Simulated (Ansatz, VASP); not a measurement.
# One calculation of KF, two programs

POSCAR

```
KF
1.0
    0.0375799762      2.6965405554      2.6965405554
    2.6965405554      0.0375799762      2.6965405554
    2.6965405554      2.6965405554      0.0375799762
K F
1 1
Direct
    0.0000000000      0.0000000000      0.0000000000
    0.5000000000      0.5000000000      0.5000000000
```

Contents of INCAR.step1:

```
SYSTEM = KF
  ALGO = Normal
  EDIFF = 1E-4
  ENCUT = 520
  GGA = PE
  ISMEAR = 0
  LASPH = .True.
  LCHARG = .False.
  LREAL = .False.
  LWAVE = .True.
  NBANDS = 15
  NELM = 60
  PREC = Accurate
  SIGMA = 0.01
```

INCAR.step2

```
SYSTEM = KF
  ALGO = Normal
  EDIFF = 1E-6
  ENCUT = 520
  ISIF = 2
  ISMEAR = 0
  ISTART = 1
  LASPH = .True.
  LCHARG = .False.
  LMIXTAU = .True.
  LREAL = .False.
  LWAVE = .False.
  METAGGA = R2SCAN
  NBANDS = 15
  NELM = 60
  PREC = Accurate
  SIGMA = 0.01
```

KPOINTS

```
k-points
0
Gamma
  8 8 8
  0 0 0
```

Input for Ansatz:

```yaml
crystal:
  lattice:
    - [0.0375799762, 2.6965405554, 2.6965405554]
    - [2.6965405554, 0.0375799762, 2.6965405554]
    - [2.6965405554, 2.6965405554, 0.0375799762]
  atoms:
    - { symbol: K, position: [0.0, 0.0, 0.0] }
    - { symbol: F, position: [0.5, 0.5, 0.5] }
kpoints:
  mp_grid: { grid: [8, 8, 8] }
  band_path:
    path:
      - [0.0, 0.0, 0.0]
      - [0.5, 0.0, 0.5]
      - [0.625, 0.25, 0.625]
      - [0.375, 0.375, 0.75]
      - [0.5, 0.5, 0.5]
      - [0.5, 0.25, 0.75]
    npoints: 1
hamiltonian:
  xc: r2scan
scf:
  occupations: { method: fixed }
  n_extra_bands: 4
output:
  forces: true
  stress: true
  eigenvalues: true
```

Change from the starting cell: shear_111 strain +2.1%.

Alike in both runs: task single point; functional r2SCAN; k mesh 8 × 8 × 8; no spin polarisation.

```csv
,VASP,Ansatz
version,VASP 6.6.1,Ansatz 0.2.0
potentials or method,"VASP PAW PBE potentials, release 64 (K_sv, F)","plane waves, PAW"
plane-wave cutoff (eV),520,500
occupations,"gaussian, width 0.01 eV",fixed
valence electrons in the cell,16,16
```

```tsv
	VASP	Ansatz	Ansatz less VASP
gap on the k mesh at the Fermi level (eV)	6.79	6.79	+0.001
pressure (GPa)	-0.7	-0.7	+0.04
traceless stress, the component that is largest in VASP (GPa)	-0.18	-0.19	-0.002
```

VASP's potentials were made for PBE, not for r2SCAN.
